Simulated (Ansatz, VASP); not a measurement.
# Two plane-wave programs on Hg3P2

```
Hg P
1.0
     5.61303    0.00000    0.00000
     0.00000    4.39516    0.00000
     0.00000    0.00000    6.53069
Hg P
3 2
Direct
  0.00000 0.00000 0.50000
  0.50000 0.00000 0.00000
  0.00000 0.00000 0.00000
  0.50000 0.50000 0.50000
  0.50000 0.00000 0.50000
```

Change from the starting cell: species swapped into the Zr3Cd2 type (Pmmm, No. 47).

Alike in both runs: functional PBE; k mesh 4 × 4 × 4; occupations gaussian, width 0.1 eV; no spin polarisation.

Ansatz relaxed the structure, and its values are those at the end. VASP's run is a single point on that final structure, the one shown.

```csv
,VASP,Ansatz
version,VASP 6.6.1,Ansatz 0.2.0
potentials or method,"VASP PAW PBE potentials, release 64 (Hg, P), cutoff 520 eV","scalar-relativistic, plane waves, PAW"
valence electrons in the cell,46,70
```

Ansatz gave:

* gap on the k mesh at the Fermi level (eV): none
* pressure (GPa): 0.0

Q: Estimate VASP's values.

A: gap on the k mesh at the Fermi level (eV): none; pressure (GPa): 0.1.

A gap of «none» marks a metal or a gap that the smearing closes. The functional is the same, so the differences come from potentials, cutoffs and numerics. VASP's potentials hold 46 valence electrons a cell and Ansatz's 70, so a difference there can come from the potentials and not from the codes.

Spin-orbit coupling is off throughout.
